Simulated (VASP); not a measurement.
# Cu (Cmcm) in VASP: further runs

Cu is run at these levels: PBE; tasks: single point.

All numbers are computed with VASP 6.6.1; they aren't measurements. Logs are shortened: lines on timing, memory, paths and dates and some standing lists are left out, and cuts for length are marked.

### 1 The cell of the first run

Symmetry: Cmcm, No. 63, orthorhombic system. The conventional cell has a = 2.437 Å, b = 7.953 Å, c = 2.475 Å, α = 90.00°, β = 90.00°, γ = 90.00°. Within 3.2 Å of Cu (site symmetry m2m) lie 10 Cu at 2.44 to 2.54 Å.

### 2 Single point, PBE

File INCAR:

```
SYSTEM = Cu
PREC = Accurate
ENCUT = 520
EDIFF = 1E-7
ISMEAR = 1
SIGMA = 0.1
LREAL = .FALSE.
LASPH = .TRUE.
NELM = 60
ALGO = Fast
ISIF = 2
LWAVE = .FALSE.
LCHARG = .FALSE.
GGA = PE
NBANDS = 18
```

File KPOINTS:

```
Automatic mesh
0
G
  15 15 15
  0 0 0
```

File POSCAR:

```
Cu
1.0
    1.2184636900     -3.9763780104      0.0000000000
    1.2184636900      3.9763780104      0.0000000000
    0.0000000000      0.0000000000      2.4754955235
Cu
2
Direct
    0.8661333500      0.1338666500      0.7500000000
    0.1338666500      0.8661333500      0.2500000000
```

Potentials or basis: VASP PAW PBE potentials, release 64 (Cu).

The run is started by

```
> cat potpaw_PBE.64/Cu/POTCAR > POTCAR
> mpirun -np 1 vasp_std > vasp.out
```

OUTCAR:

```text
SYSTEM = Cu
   PREC = Accurate
   ENCUT = 520
   EDIFF = 1E-7
   ISMEAR = 1
   LREAL = .FALSE.
   LASPH = .TRUE.
   NELM = 60
   ISIF = 2
   GGA = PE

 ion  position               nearest neighbor table
   1  0.866  0.134  0.750-   2 2.46   2 2.46   2 2.54   2 2.54   2 2.54   2 2.54
   2  0.134  0.866  0.250-   1 2.46   1 2.46   1 2.54   1 2.54   1 2.54   1 2.54

  LATTYP: Found a base centered orthorhombic cell.
 ALAT       =     2.4369273800
 B/A-ratio  =     3.2634357864
 C/A-ratio  =     1.0158265461

  Lattice vectors:

 A1 = (   1.2184636900,  -3.9763780104,   0.0000000000)
 A2 = (   1.2184636900,   3.9763780104,   0.0000000000)
 A3 = (   0.0000000000,   0.0000000000,   2.4754955235)

Analysis of symmetry for initial positions (statically):
=====================================================================
 Subroutine PRICEL returns:
 Original cell was already a primitive cell.

 Routine SETGRP: Setting up the symmetry group for a
 base centered orthorhombic supercell.

 Subroutine GETGRP returns: Found  8 space group operations
 (whereof  4 operations were pure point group operations)
 out of a pool of  8 trial point group operations.

The static configuration has the point symmetry C_2h.
 The point group associated with its full space group is D_2h.

Analysis of symmetry for dynamics (positions and initial velocities):
=====================================================================
 Subroutine PRICEL returns:
 Original cell was already a primitive cell.

 Routine SETGRP: Setting up the symmetry group for a
 base centered orthorhombic supercell.

 Subroutine GETGRP returns: Found  8 space group operations
 (whereof  4 operations were pure point group operations)
 out of a pool of  8 trial point group operations.

The dynamic configuration has the point symmetry C_2h.
 The point group associated with its full space group is D_2h.

 Subroutine INISYM returns: Found  8 space group operations
 (whereof  4 operations are pure point group operations),
 and found     1 'primitive' translations

----------------------------------------------------------------------------------------

                                     Primitive cell

  volume of cell :      23.9879

  direct lattice vectors                    reciprocal lattice vectors
     1.218463690 -3.976378010  0.000000000     0.410352811 -0.125742572  0.000000000
     1.218463690  3.976378010  0.000000000     0.410352811  0.125742572  0.000000000
     0.000000000  0.000000000  2.475495523     0.000000000  0.000000000  0.403959527

  length of vectors
     4.158874348  4.158874348  2.475495523     0.429186001  0.429186001  0.403959527
[... 83 lines left out ...]
   EDIFFG = 0.1E-05   stopping-criterion for IOM
   NSW    =      0    number of steps for IOM
   IBRION =     -1    ionic relax: 0-MD 1-quasi-New 2-CG
   NFREE  =      0    steps in history (QN), initial steepest desc. (CG)
   ISIF   =      2    stress and relaxation
   ISYM   =      2    0-nonsym 1-usesym 2-fastsym
   POTIM  = 0.5000    time-step for ionic-motion
   TEBEG  =    0.0;   TEEND  =   0.0 temperature during run
   PSTRESS=    0.0 pullay stress
   NELECT =      22.0000    total number of electrons
   NUPDOWN=      -1.0000    fix difference up-down
   EMIN   =  10.00;   EMAX   =-10.00  energy-range for DOS
   EFERMI =   0.00;   METHOD = LEGACY
   ISMEAR =     1;   SIGMA  =   0.10  broadening in eV -4-tet -1-fermi 0-gaus
   EFERMI_NEDOS =   21; number of points for ismear=-14 and -15
   IALGO  =     68    algorithm
   IMIX   =      4    mixing-type and parameters
     AMIX     =   0.40;   BMIX     =  1.00
     AMIX_MAG =   1.60;   BMIX_MAG =  1.00
  volume/ion in A,a.u.               =      11.99        80.94
  Fermi-wavevector in a.u.,A,eV,Ry     =   1.590566  3.005733 34.421366  2.529899
  Thomas-Fermi vector in A             =   2.689241
   LORBIT       =      0    0 simple, 1 ext, 2 COOP (PROOUT), +10 PAW based schemes
   GGA     = PE    functional components
   LHFCALC =     F    Hartree Fock is set to
   AEXX    =    0.0000 exact exchange contribution
   IVDW    =     0    specifies the selected vdW correction
   LEPSILON=     F    determine dielectric tensor
   LRPA    =     F    only Hartree local field effects (RPA)
 non-spin polarized calculation
 RMM-DIIS sequential band-by-band and
 Methfessel and Paxton  Order N= 1 SIGMA  =   0.10
  energy-cutoff  :      520.00
  volume of cell :       23.99
 maximum number of plane-waves:       671
   NGX = 15   NGY = 15   NGZ =  9

 number of electron      21.9999988 magnetization

 Free energy of the ion-electron system (eV)
  ---------------------------------------------------
  ext. energy  EPLUGINS =         0.00000000
  ---------------------------------------------------
  free energy    TOTEN  =        -7.15249996 eV

  energy without entropy =       -7.15250340  energy(sigma->0) =       -7.15250111

 E-fermi :   7.3866     XC(G=0): -12.5995

 val. band max:        7.3761366075   @ k =   0.3333   0.1333   0.2000
 cond. band min:       7.3990864588   @ k =   0.4000   0.1333   0.1333
 fundamental gap:      0.0229498513
 Fermi energy:         7.3866290879

 k-point     1 :       0.0000    0.0000    0.0000
  band No.  band energies     occupation
      1      -1.8434      2.00000
      2       2.4376      2.00000
      3       3.1968      2.00000
      4       3.6750      2.00000
      5       4.3774      2.00000
      6       4.6391      2.00000
[... 481 lines left out ...]
      5       4.4711      2.00000
      6       4.5366      2.00000
[... 10 lines left out ...]
     17      28.6171      0.00000
     18      31.2072      0.00000

 [... further k-points ...]

------------------------ aborting loop because EDIFF is reached ----------------------------------------

  FORCE on cell =-STRESS in cart. coord.  units (eV):
  Direction    XX          YY          ZZ          XY          YZ          ZX
  --------------------------------------------------------------------------------------
  -------------------------------------------------------------------------------------
  Total        1.1284060      1.0750897      1.2247309      0.0000000     -0.0000000      0.0000000
  in kB       75.3674051     71.8063572     81.8010491      0.0000000     -0.0000000      0.0000000
  external PRESSURE =      76.3249371 kB  Pullay stress =       0.0000000 kB

 VOLUME and BASIS-vectors are now :
 -----------------------------------------------------------------------------
  energy-cutoff  :      520.00
  volume of cell :       23.99
      direct lattice vectors                 reciprocal lattice vectors
     1.218463690 -3.976378010  0.000000000     0.410352811 -0.125742572  0.000000000
     1.218463690  3.976378010  0.000000000     0.410352811  0.125742572  0.000000000
     0.000000000  0.000000000  2.475495523     0.000000000  0.000000000  0.403959527

 POSITION                                       TOTAL-FORCE (eV/Angst)
 -----------------------------------------------------------------------------------
      1.21846     -2.91177      1.85662         0.000000     -0.048315      0.000000
      1.21846      2.91177      0.61887         0.000000      0.048315     -0.000000
 -----------------------------------------------------------------------------------
    total drift:                                0.000000      0.000000      0.000000

  FREE ENERGIE OF THE ION-ELECTRON SYSTEM (eV)
  ---------------------------------------------------
  free  energy   TOTEN  =        -7.1524999635 eV

  energy  without entropy=       -7.1525033977  energy(sigma->0) =       -7.15250111
```

It took 5.9 min on 1 thread of Intel Xeon 8259CL, shared host; peak memory 0.3 GiB.

What came out:

```yaml
Free_energy: -7.1525 eV
Pressure: 7.6 GPa
Largest_force: 0.048 eV/Å
Band_gap_on_the_k_mesh: zero (bands 11 and 12 overlap by 5.48 eV)
```

Forces in eV/Å, atoms in the order of the input:
```
Cu   0.000 -0.048  0.000
Cu   0.000  0.048  0.000
```

Stress tensor (GPa, compression positive):
```
7.54 0.00 0.00
0.00 7.18 0.00
0.00 0.00 8.18
```

Caveat: the cell stands under pressure.

### 3 Single point, PBE

File INCAR:

```
SYSTEM = Cu
  PREC = Accurate
  ENCUT = 520
  EDIFF = 1E-6
  ISMEAR = 1
  SIGMA = 0.1
  LREAL = .False.
  LASPH = .True.
  NELM = 100
  ALGO = Fast
  ISIF = 2
  LWAVE = .False.
  LCHARG = .False.
  GGA = PE
  NBANDS = 18
```

File KPOINTS:

```
regular mesh
0
Gamma
  18 18 17
  0 0 0
```

POSCAR is that of step 2.

Potentials or basis: VASP PAW PBE potentials, release 64 (Cu).

The run is started by

```
> cat potpaw_PBE.64/Cu/POTCAR > POTCAR
> mpirun -np 1 vasp_std > vasp.out
```

It took 8.4 min on 1 thread of Intel Xeon 8259CL, shared host; peak memory 0.39 GiB.

The run converged. Its results:

| Property | Result |
| --- | --- |
| Free energy | -7.1523 eV |
| Pressure | 7.8 GPa |
| Largest force | 0.045 eV/Å |
| Band gap on the k mesh | zero (bands 11 and 12 overlap by 5.53 eV) |

Forces on the atoms (eV/Å):
```
Cu   0.000 -0.045  0.000
Cu   0.000  0.045  0.000
```

Stress tensor (GPa, compression positive):
```
7.69 0.00 0.00
0.00 7.54 0.00
0.00 0.00 8.17
```

Levels at points of the mesh, in eV from the Fermi level:
```csv
k point,band 7,band 8,band 9,band 10,band 11,band 12,band 13,band 14,band 15,band 16
"(0.00, 0.00, 0.00)",-2.29,-1.99,-1.79,-1.66,-1.40,-0.01,4.85,14.81,18.45,19.32
"(0.50, 0.00, 0.00)",-2.66,-2.45,-2.08,-1.62,-0.43,1.33,2.58,6.92,12.95,15.73
"(0.50, 0.50, 0.00)",-2.53,-2.27,-2.24,-1.89,-1.56,-1.49,13.67,15.33,15.62,17.68
```

Caveat: the cell stands under pressure.
